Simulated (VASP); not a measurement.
The system is Rh.

```
CELL_PARAMETERS angstrom
2.45806 0.00000 0.00000
0.00000 2.45806 0.00000
0.00000 0.00000 2.45806
ATOMIC_POSITIONS crystal
Rh 0.00000 0.00000 0.00000
```

This isn't the form of Rh at room conditions, which is fcc.

- Program: VASP 6.6.1
- Task: relaxation of cell and atoms
- Functional: r2SCAN
- Potentials or basis: VASP PAW PBE potentials, release 64 (Rh_sv_GW)
- Cutoff: 680 eV
- k mesh: 13 × 13 × 13
- Occupations: fermi-dirac, width 0.1 eV
- Spin: no spin polarisation

At the start: pressure 16.2 GPa; volume 14.85 Å³/atom.

Problem. How do energy, volume and symmetry change on relaxing?

Solution. Over 4 steps the energy falls by 48.9 meV/atom and the volume is 15.89 Å³/atom (+7.0 %); space group Pm-3m (No. 221, to 0.1 Å) before and after.

The path:
```csv
step,energy change (eV),largest force (eV/Å),pressure (GPa),volume (Å³)
1,0.0000,0.0000,16.20,14.85
2,0.1323,0.0000,-20.89,18.32
3,-0.0488,0.0000,-0.72,15.94
4,-0.0489,0.0000,-0.08,15.89
```

Final structure:
```cif
data_structure
_symmetry_space_group_name_H-M 'P 1'
_symmetry_Int_Tables_number 1
_cell_length_a 2.5141
_cell_length_b 2.5141
_cell_length_c 2.5141
_cell_angle_alpha 90.000
_cell_angle_beta 90.000
_cell_angle_gamma 90.000
_cell_volume 15.89
loop_
_atom_site_label
_atom_site_type_symbol
_atom_site_fract_x
_atom_site_fract_y
_atom_site_fract_z
_atom_site_occupancy
Rh1 Rh 0.00000 0.00000 0.00000 1
```

Caveat: the PAW data sets were made with another functional, which shifts forces and pressure a little.
